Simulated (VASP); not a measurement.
# LaSc (Pm-3m) in VASP: notebook

LaSc is run at these levels: PBE; tasks: single point.

Program: VASP 6.6.1. These are calculated values, not measurements. Logs are shortened: lines on timing, memory, paths and dates and some standing lists are left out, and cuts for length are marked.

### Step 1. The cell of the first run

It takes space group Pm-3m (No. 221, cubic). Conventional cell: a = 4.075 Å, b = 4.075 Å, c = 4.075 Å, α = 90.00°, β = 90.00°, γ = 90.00°. La (site symmetry m-3m) has 8 Sc at 3.53 Å and 6 La at 4.08 Å within 4.6 Å. Within 4.6 Å of Sc (site symmetry m-3m) lie 8 La at 3.53 Å and 6 Sc at 4.08 Å.

### Step 2. Single point, PBE (volume scaled by 1.10)

File INCAR:

```
ALGO     = Fast           # electronic algorithm
EDIFF    = 1E-7           # SCF threshold, eV
ENCUT    = 520            # plane-wave cutoff, eV
GGA      = PE             # functional
ISIF     = 2              # what is computed and relaxed
ISMEAR   = 0              # smearing method
LASPH    = True           # aspherical terms in the spheres
LCHARG   = True           # write CHGCAR
LELF     = True           # ELF
LREAL    = False          # projectors in reciprocal space
LVHAR    = True         
LWAVE    = False          # write WAVECAR
NBANDS   = 18             # bands
NELM     = 80             # most SCF steps
PREC     = Accurate       # precision mode
SIGMA    = 0.1            # smearing width, eV
```

File KPOINTS:

```
k-points
0
Gamma
  14 14 14
```

File POSCAR:

```
LaSc
1.0
    4.0754849545      0.0000000000      0.0000000000
    0.0000000000      4.0754849545      0.0000000000
    0.0000000000      0.0000000000      4.0754849545
La Sc
1 1
Direct
    0.0000000000      0.0000000000      0.0000000000
    0.5000000000      0.5000000000      0.5000000000
```

Potentials or basis: VASP PAW PBE potentials, release 64 (La, Sc_sv).

Started as:

```bash
> cat potpaw_PBE.64/La/POTCAR potpaw_PBE.64/Sc_sv/POTCAR > POTCAR
> mpirun -np 1 vasp_std > vasp.out
```

OUTCAR:

```text
EDIFF = 1E-7
   ENCUT = 520
   GGA = PE
   ISIF = 2
   ISMEAR = 0
   LASPH = True
   LREAL = False
   NELM = 80
   PREC = Accurate

 ion  position               nearest neighbor table
   1  0.000  0.000  0.000-   2 3.53   2 3.53   2 3.53   2 3.53   2 3.53   2 3.53   2 3.53   2 3.53

   2  0.500  0.500  0.500-   1 3.53   1 3.53   1 3.53   1 3.53   1 3.53   1 3.53   1 3.53   1 3.53

  LATTYP: Found a simple cubic cell.
 ALAT       =     4.0754849545

  Lattice vectors:

 A1 = (   4.0754849545,   0.0000000000,   0.0000000000)
 A2 = (   0.0000000000,   4.0754849545,   0.0000000000)
 A3 = (   0.0000000000,   0.0000000000,   4.0754849545)

Analysis of symmetry for initial positions (statically):
=====================================================================
 Subroutine PRICEL returns:
 Original cell was already a primitive cell.

 Routine SETGRP: Setting up the symmetry group for a
 simple cubic supercell.

 Subroutine GETGRP returns: Found 48 space group operations
 (whereof 48 operations were pure point group operations)
 out of a pool of 48 trial point group operations.

The static configuration has the point symmetry O_h .

Analysis of symmetry for dynamics (positions and initial velocities):
=====================================================================
 Subroutine PRICEL returns:
 Original cell was already a primitive cell.

 Routine SETGRP: Setting up the symmetry group for a
 simple cubic supercell.

 Subroutine GETGRP returns: Found 48 space group operations
 (whereof 48 operations were pure point group operations)
 out of a pool of 48 trial point group operations.

The dynamic configuration has the point symmetry O_h .

 Subroutine INISYM returns: Found 48 space group operations
 (whereof 48 operations are pure point group operations),
 and found     1 'primitive' translations

----------------------------------------------------------------------------------------

                                     Primitive cell

  volume of cell :      67.6921

  direct lattice vectors                    reciprocal lattice vectors
     4.075484955  0.000000000  0.000000000     0.245369572  0.000000000  0.000000000
     0.000000000  4.075484955  0.000000000     0.000000000  0.245369572  0.000000000
     0.000000000  0.000000000  4.075484955     0.000000000  0.000000000  0.245369572

  length of vectors
     4.075484955  4.075484955  4.075484955     0.245369572  0.245369572  0.245369572

  position of ions in fractional coordinates (direct lattice)
     0.000000000  0.000000000  0.000000000
     0.500000000  0.500000000  0.500000000

  ion indices of the primitive-cell ions
   primitive index   ion index
                 1           1
                 2           2

----------------------------------------------------------------------------------------

 KPOINTS: k-points

Automatic generation of k-mesh.
 Grid dimensions read from file:
 generate k-points for:   14   14   14

 Generating k-lattice:

  Cartesian coordinates                     Fractional coordinates (reciprocal lattice)
     0.017526398  0.000000000  0.000000000     0.071428571  0.000000000  0.000000000
     0.000000000  0.017526398  0.000000000     0.000000000  0.071428571  0.000000000
     0.000000000  0.000000000  0.017526398     0.000000000  0.000000000  0.071428571

  Length of vectors
     0.017526398  0.017526398  0.017526398

  Shift w.r.t. Gamma in fractional coordinates (k-lattice)
     0.000000000  0.000000000  0.000000000

 Subroutine IBZKPT returns following result:
 ===========================================

 Found    120 irreducible k-points:

 Following reciprocal coordinates:
            Coordinates               Weight
  0.000000  0.000000  0.000000      1.000000
  0.071429  0.000000  0.000000      6.000000
  0.142857  0.000000  0.000000      6.000000
  0.214286  0.000000  0.000000      6.000000
  0.285714  0.000000  0.000000      6.000000
  0.357143  0.000000  0.000000      6.000000
[... 16 lines left out ...]
  0.285714  0.214286  0.000000     24.000000
  0.357143  0.214286  0.000000     24.000000
 [... further k-points ...]
   k-points           NKPTS =    120   k-points in BZ     NKDIM =    120   number of bands    NBANDS=     18
   number of dos      NEDOS =    301   number of ions     NIONS =      2
   total plane-waves  NPLWV =  27000
   dimension x,y,z NGX =    30 NGY =   30 NGZ =   30
   dimension x,y,z NGXF=    60 NGYF=   60 NGZF=   60
   ions per type =               1   1
   NGX,Y,Z   is equivalent  to a cutoff of  12.24, 12.24, 12.24 a.u.
   NGXF,Y,Z  is equivalent  to a cutoff of  24.48, 24.48, 24.48 a.u.
 SYSTEM =  unknown system
   PREC   = accura    normal or accurate (medium, high low for compatibility)
   ISTART =      0    job   : 0-new  1-cont  2-samecut
   ICHARG =      2    charge: 1-file 2-atom 10-const
   ISPIN  =      1    spin polarized calculation?
   LNONCOLLINEAR =      F non collinear calculations
   LSORBIT =      F    spin-orbit coupling
   LASPH  =      T    aspherical Exc in radial PAW
   ENCUT  =  520.0 eV  38.22 Ry    6.18 a.u.   7.58  7.58  7.58*2*pi/ulx,y,z
   NELM   =     80;   NELMIN=  2; NELMDL= -5     # of ELM steps
   EDIFF  = 0.1E-06   stopping-criterion for ELM
   LREAL  =      F    real-space projection
   EDIFFG = 0.1E-05   stopping-criterion for IOM
   NSW    =      0    number of steps for IOM
   IBRION =     -1    ionic relax: 0-MD 1-quasi-New 2-CG
   NFREE  =      0    steps in history (QN), initial steepest desc. (CG)
   ISIF   =      2    stress and relaxation
   ISYM   =      2    0-nonsym 1-usesym 2-fastsym
   POTIM  = 0.5000    time-step for ionic-motion
   TEBEG  =    0.0;   TEEND  =   0.0 temperature during run
   PSTRESS=    0.0 pullay stress
   NELECT =      22.0000    total number of electrons
   NUPDOWN=      -1.0000    fix difference up-down
   EMIN   =  10.00;   EMAX   =-10.00  energy-range for DOS
   EFERMI =   0.00;   METHOD = LEGACY
   ISMEAR =     0;   SIGMA  =   0.10  broadening in eV -4-tet -1-fermi 0-gaus
   EFERMI_NEDOS =   21; number of points for ismear=-14 and -15
   IALGO  =     68    algorithm
   IMIX   =      4    mixing-type and parameters
     AMIX     =   0.40;   BMIX     =  1.00
     AMIX_MAG =   1.60;   BMIX_MAG =  1.00
  volume/ion in A,a.u.               =      33.85       228.40
  Fermi-wavevector in a.u.,A,eV,Ry     =   1.125563  2.127005 17.237109  1.266892
  Thomas-Fermi vector in A             =   2.262241
   LORBIT       =      0    0 simple, 1 ext, 2 COOP (PROOUT), +10 PAW based schemes
   GGA     = PE    functional components
   LHFCALC =     F    Hartree Fock is set to
   AEXX    =    0.0000 exact exchange contribution
   IVDW    =     0    specifies the selected vdW correction
   LEPSILON=     F    determine dielectric tensor
   LRPA    =     F    only Hartree local field effects (RPA)
 non-spin polarized calculation
 RMM-DIIS sequential band-by-band and
 Gauss-broadening in eV      SIGMA  =   0.10
  energy-cutoff  :      520.00
  volume of cell :       67.69
 maximum number of plane-waves:      1856
   NGX = 15   NGY = 15   NGZ = 15

 number of electron      21.9999999 magnetization

 Free energy of the ion-electron system (eV)
  ---------------------------------------------------
  ext. energy  EPLUGINS =         0.00000000
  ---------------------------------------------------
  free energy    TOTEN  =       -10.95889387 eV

  energy without entropy =      -10.94420056  energy(sigma->0) =      -10.95154722

 E-fermi :   5.4763     XC(G=0):  -9.3358

 val. band max:        5.4678630286   @ k =   0.5000   0.1429   0.0000
 cond. band min:       5.4805324002   @ k =   0.4286   0.2857   0.2143
 fundamental gap:      0.0126693716
 Fermi energy:         5.4762567487

 k-point     1 :       0.0000    0.0000    0.0000
  band No.  band energies     occupation
      1     -44.6004      2.00000
      2     -27.1884      2.00000
      3     -23.2002      2.00000
      4     -23.2002      2.00000
      5     -23.2002      2.00000
      6     -10.7466      2.00000
[... 10 lines left out ...]
     17       7.4591      0.00000
     18       7.6137      0.00000

 k-point     2 :       0.0714    0.0000    0.0000
  band No.  band energies     occupation
      1     -44.6004      2.00000
      2     -27.1873      2.00000
      3     -23.2009      2.00000
      4     -23.2001      2.00000
      5     -23.2001      2.00000
      6     -10.7672      2.00000
[... 10 lines left out ...]
     17       7.4568      0.00000
     18       7.5207      0.00000

 k-point     3 :       0.1429    0.0000    0.0000
  band No.  band energies     occupation
      1     -44.6002      2.00000
      2     -27.1843      2.00000
      3     -23.2029      2.00000
      4     -23.1998      2.00000
      5     -23.1998      2.00000
      6     -10.8244      2.00000
[... 10 lines left out ...]
     17       7.4579      0.00000
     18       7.5926      0.00000

 k-point     4 :       0.2143    0.0000    0.0000
  band No.  band energies     occupation
      1     -44.6000      2.00000
      2     -27.1800      2.00000
      3     -23.2058      2.00000
      4     -23.1993      2.00000
      5     -23.1993      2.00000
      6     -10.9053      2.00000
[... 10 lines left out ...]
     17       7.4235      0.00000
     18       7.4310      0.00000

 k-point     5 :       0.2857    0.0000    0.0000
  band No.  band energies     occupation
      1     -44.5998      2.00000
      2     -27.1752      2.00000
      3     -23.2090      2.00000
      4     -23.1988      2.00000
      5     -23.1988      2.00000
      6     -10.9931      2.00000
[... 10 lines left out ...]
     17       7.6092      0.00000
     18       7.7224      0.00000

 k-point     6 :       0.3571    0.0000    0.0000
  band No.  band energies     occupation
      1     -44.5996      2.00000
      2     -27.1709      2.00000
      3     -23.2118      2.00000
      4     -23.1984      2.00000
      5     -23.1984      2.00000
      6     -11.0704      2.00000
[... 10 lines left out ...]
     17       7.3299      0.00000
     18       7.6748      0.00000

 k-point     7 :       0.4286    0.0000    0.0000
  band No.  band energies     occupation
      1     -44.5995      2.00000
      2     -27.1679      2.00000
      3     -23.2138      2.00000
      4     -23.1981      2.00000
      5     -23.1981      2.00000
      6     -11.1229      2.00000
[... 10 lines left out ...]
     17       7.7038      0.00000
     18       7.9358      0.00000

 k-point     8 :       0.5000    0.0000    0.0000
  band No.  band energies     occupation
      1     -44.5995      2.00000
      2     -27.1668      2.00000
      3     -23.2145      2.00000
      4     -23.1979      2.00000
      5     -23.1979      2.00000
      6     -11.1415      2.00000
[... 10 lines left out ...]
     17       7.7335      0.00000
     18       7.7960      0.00000
[... 229 lines left out ...]
     17       7.3947      0.00000
     18       7.6201      0.00000

 k-point    20 :       0.4286    0.1429    0.0000
  band No.  band energies     occupation
      1     -44.5993      2.00000
      2     -27.1629      2.00000
      3     -23.2146      2.00000
      4     -23.2020      2.00000
      5     -23.1977      2.00000
      6     -11.1099      2.00000
[... 10 lines left out ...]
     17       7.7053      0.00000
     18       7.7682      0.00000

 k-point    21 :       0.5000    0.1429    0.0000
  band No.  band energies     occupation
      1     -44.5993      2.00000
      2     -27.1618      2.00000
      3     -23.2153      2.00000
      4     -23.2019      2.00000
      5     -23.1976      2.00000
      6     -11.1280      2.00000
[... 10 lines left out ...]
     17       7.6229      0.00000
     18       7.6827      0.00000

 k-point    22 :       0.2143    0.2143    0.0000
  band No.  band energies     occupation
      1     -44.5997      2.00000
      2     -27.1709      2.00000
      3     -23.2075      2.00000
      4     -23.2044      2.00000
      5     -23.1985      2.00000
      6     -10.8991      2.00000
[... 10 lines left out ...]
     17       7.5836      0.00000
     18       7.6626      0.00000

 k-point    23 :       0.2857    0.2143    0.0000
  band No.  band energies     occupation
      1     -44.5995      2.00000
      2     -27.1657      2.00000
      3     -23.2103      2.00000
      4     -23.2054      2.00000
      5     -23.1981      2.00000
      6     -10.9729      2.00000
[... 10 lines left out ...]
     17       7.6301      0.00000
     18       7.7508      0.00000

 k-point    24 :       0.3571    0.2143    0.0000
  band No.  band energies     occupation
      1     -44.5993      2.00000
      2     -27.1609      2.00000
      3     -23.2133      2.00000
      4     -23.2059      2.00000
      5     -23.1976      2.00000
      6     -11.0460      2.00000
[... 10 lines left out ...]
     17       7.4266      0.00000
     18       7.6486      0.00000

 [... further k-points ...]
[... 5 lines left out ...]
  --------------------------------------------------------------------------------------
  -------------------------------------------------------------------------------------
  Total       -1.2698273     -1.2698273     -1.2698273      0.0000000      0.0000000     -0.0000000
  in kB      -30.0550442    -30.0550442    -30.0550442      0.0000000      0.0000000     -0.0000000
  external PRESSURE =     -30.0550442 kB  Pullay stress =       0.0000000 kB

 VOLUME and BASIS-vectors are now :
 -----------------------------------------------------------------------------
  energy-cutoff  :      520.00
  volume of cell :       67.69
      direct lattice vectors                 reciprocal lattice vectors
     4.075484955  0.000000000  0.000000000     0.245369572  0.000000000  0.000000000
     0.000000000  4.075484955  0.000000000     0.000000000  0.245369572  0.000000000
     0.000000000  0.000000000  4.075484955     0.000000000  0.000000000  0.245369572

 POSITION                                       TOTAL-FORCE (eV/Angst)
 -----------------------------------------------------------------------------------
      0.00000      0.00000      0.00000         0.000000      0.000000      0.000000
      2.03774      2.03774      2.03774         0.000000      0.000000      0.000000
 -----------------------------------------------------------------------------------
    total drift:                                0.000000      0.000000      0.000000

  FREE ENERGIE OF THE ION-ELECTRON SYSTEM (eV)
  ---------------------------------------------------
  free  energy   TOTEN  =       -10.9588938722 eV

  energy  without entropy=      -10.9442005610  energy(sigma->0) =      -10.95154722
```

It took 3.6 min on 1 thread of Intel Xeon 6975P-C (Granite Rapids), shared host; peak memory 0.31 GiB.

What came out:

```yaml
Free_energy: -10.9589 eV
Pressure: -3.0 GPa
Band_gap_on_the_k_mesh: zero (band 11 reaches 5.81 eV, above the bottom of band 12 at 5.18 eV)
```

Caveat: spin-orbit coupling is left out, which moves the levels of the heavy elements.

### Step 3. Single point, PBE (volume scaled by 0.88)

File INCAR:

```
SYSTEM = LaSc
PREC = Accurate ; ENCUT = 520
EDIFF = 1E-6 ; ISMEAR = 0
SIGMA = 0.1 ; LREAL = .False.
LASPH = .True. ; NELM = 80
ALGO = Normal ; ISIF = 2
LWAVE = .False. ; LCHARG = .True.
GGA = PE ; LELF = .True.
LVHAR = .True. ; NBANDS = 18
```

File KPOINTS:

```
regular mesh
0
Gamma
  14 14 14
  0 0 0
```

File POSCAR:

```
LaSc
1.0
    3.7833450913      0.0000000000      0.0000000000
    0.0000000000      3.7833450913      0.0000000000
    0.0000000000      0.0000000000      3.7833450913
La Sc
1 1
Direct
    0.0000000000      0.0000000000      0.0000000000
    0.5000000000      0.5000000000      0.5000000000
```

Potentials or basis: VASP PAW PBE potentials, release 64 (La, Sc_sv).

Started as:

```bash
> cat potpaw_PBE.64/La/POTCAR potpaw_PBE.64/Sc_sv/POTCAR > POTCAR
> mpirun -np 1 vasp_std > vasp.out
```

It took 47 s on 1 thread of Intel Xeon 6975P-C (Granite Rapids), shared host; peak memory 0.28 GiB.

The run converged. Its results:

```yaml
Free_energy: -10.8931 eV
Pressure: 5.7 GPa
Band_gap_on_the_k_mesh: zero (band 11 reaches 7.68 eV, above the bottom of band 12 at 6.93 eV)
```

Levels at points of the mesh, in eV from the Fermi level:
```csv
k point,band 9,band 10,band 11,band 12,band 13,band 14
"(0.00, 0.00, 0.00)",-4.04,-1.90,-1.90,1.50,1.50,1.50
"(0.50, 0.00, 0.00)",-1.62,-0.66,-0.17,0.15,1.31,1.31
"(0.50, 0.50, 0.00)",-2.66,-1.35,0.01,0.01,1.72,1.72
"(0.50, 0.50, 0.50)",-1.03,-1.03,-1.03,1.20,1.20,1.20
```

Caveat: spin-orbit coupling is left out, which moves the levels of the heavy elements.
